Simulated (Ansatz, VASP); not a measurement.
**One calculation of Bi2Te3, two programs**

```xyz
5
Lattice="2.2158 1.2793 9.9797 -2.2158 1.2793 9.9797 0.0000 -2.5586 9.9797" Properties=species:S:1:pos:R:3 pbc="T T T"
Bi    0.0000    0.0000   24.3106
Bi    0.0000    0.0000   12.0355
Te    0.0000    0.0000   18.2928
Te    0.0000    0.0000    5.9878
Te    0.0000    0.0000    0.0000
```

Change from the starting cell: volume scaled by 1.01, crystal datasets.

Alike in both runs: task electric field gradients; functional LDA; k mesh 8 × 8 × 8; occupations fermi-dirac, width 0.08 eV; no spin polarisation.

|  | VASP | Ansatz |
| --- | --- | --- |
| version | VASP 6.6.1 | Ansatz 0.2.0 |
| potentials or method | VASP PAW LDA potentials, release 64 (Bi_d, Te), cutoff 520 eV | all-electron PAW with datasets made for the crystal, scalar-relativistic |

```tsv
	VASP	Ansatz	Ansatz less VASP
pressure (GPa)	-2.3	-2.3	-0.06
traceless stress, the component that is largest in VASP (GPa)	-0.74	-0.74	+0.003
rms of the force components (eV/Å)	0.427	0.418	-0.0082
size of Vzz on the site where it differs most (V/Å²)	50.1	56.9	+6.81
```

LDA's correlation is that of Perdew and Zunger in VASP and of Perdew and Wang (1992) in Ansatz. Atom by atom the forces differ by 0.010 eV/Å (rms over components). Ansatz ran all-electron here, and VASP with PAW potentials.

Neither program's run includes spin-orbit coupling.
